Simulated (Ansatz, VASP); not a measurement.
# K2BRu2 in VASP and in Ansatz

```
CELL_PARAMETERS angstrom
2.03328 1.17391 10.24110
-2.03328 1.17391 10.24110
0.00000 -2.34782 10.24110
ATOMIC_POSITIONS crystal
K 0.90528 0.90528 0.90528
K 0.09472 0.09472 0.09472
B 0.00000 0.00000 0.00000
Ru 0.33963 0.33963 0.33963
Ru 0.66037 0.66037 0.66037
```

Alike in both runs: functional PBE; k mesh 6 × 6 × 6; occupations gaussian, width 0.1 eV; no spin polarisation.

Ansatz relaxed the structure, and its values are those at the end. VASP's run is a single point on that final structure, the one shown.

```csv
,VASP,Ansatz
version,VASP 6.6.1,Ansatz 0.2.0
potentials or method,"VASP PAW PBE potentials, release 64 (K_sv, B, Ru_pv), cutoff 520 eV","scalar-relativistic, plane waves, PAW"
valence electrons in the cell,49,53
```

VASP gave:

* gap on the k mesh at the Fermi level (eV): none
* pressure (GPa): 0.1
* rms of the force components (eV/Å): 0.006

Task: What did Ansatz give for the same quantities?

Result: gap on the k mesh at the Fermi level (eV): none; pressure (GPa): 0.0; rms of the force components (eV/Å): 0.005.

A gap of «none» marks a metal or a gap that the smearing closes. VASP's potentials hold 49 valence electrons a cell and Ansatz's 53, so a difference there can come from the potentials and not from the codes.
